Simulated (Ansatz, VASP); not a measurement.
PbS: VASP beside Ansatz

Contents of INCAR:

```
SYSTEM = PbS
PREC = Accurate
ENCUT = 500
EDIFF = 1E-6
ISMEAR = 0
SIGMA = 0.05
LREAL = .False.
LASPH = .True.
NELM = 120
ALGO = Normal
ISIF = 2
LWAVE = .False.
LCHARG = .False.
GGA = PS
NBANDS = 17
GGA_COMPAT = .False.
```

File KPOINTS:

```
regular mesh
0
Gamma
  6 6 6
  0 0 0
```

The input POSCAR:

```
PbS
1.0
    3.5873162199      0.0000000000      0.0000000000
    0.0000000000      3.5873162199      0.0000000000
    0.0000000000      0.0000000000      3.5873162199
Pb S
1 1
Direct
    0.0000000000      0.0000000000      0.0000000000
    0.5000000000      0.5000000000      0.5000000000
```

Input for Ansatz:

```yaml
crystal:
  lattice:
    - [3.5873162199, 0.0, 0.0]
    - [0.0, 3.5873162199, 0.0]
    - [0.0, 0.0, 3.5873162199]
  atoms:
    - { symbol: Pb, position: [0.0, 0.0, 0.0] }
    - { symbol: S, position: [0.5, 0.5, 0.5] }
basis:
  ecutwfc: 420
kpoints:
  mp_grid: { grid: [6, 6, 6] }
hamiltonian:
  xc: pbesol
scf:
  occupations: { method: gaussian, width: 0.05 }
output:
  forces: true
  stress: true
  eigenvalues: true
```

Alike in both runs: task single point; functional PBEsol; k mesh 6 × 6 × 6; occupations gaussian, width 0.05 eV; no spin polarisation.

```csv
,VASP,Ansatz
version,VASP 6.6.1,Ansatz 0.2.0
potentials or method,"VASP PAW PBE potentials, release 64 (Pb_d, S), cutoff 500 eV","scalar-relativistic, plane waves, PAW"
valence electrons in the cell,20,20
```

|  | VASP | Ansatz | Ansatz less VASP |
| --- | --- | --- | --- |
| gap on the k mesh at the Fermi level (eV) | none | none | - |
| pressure (GPa) | -0.3 | -0.3 | +0.04 |

VASP's potentials were made for PBE, not for PBEsol. A gap of «none» marks a metal or a gap that the smearing closes.

Neither program's run includes spin-orbit coupling.
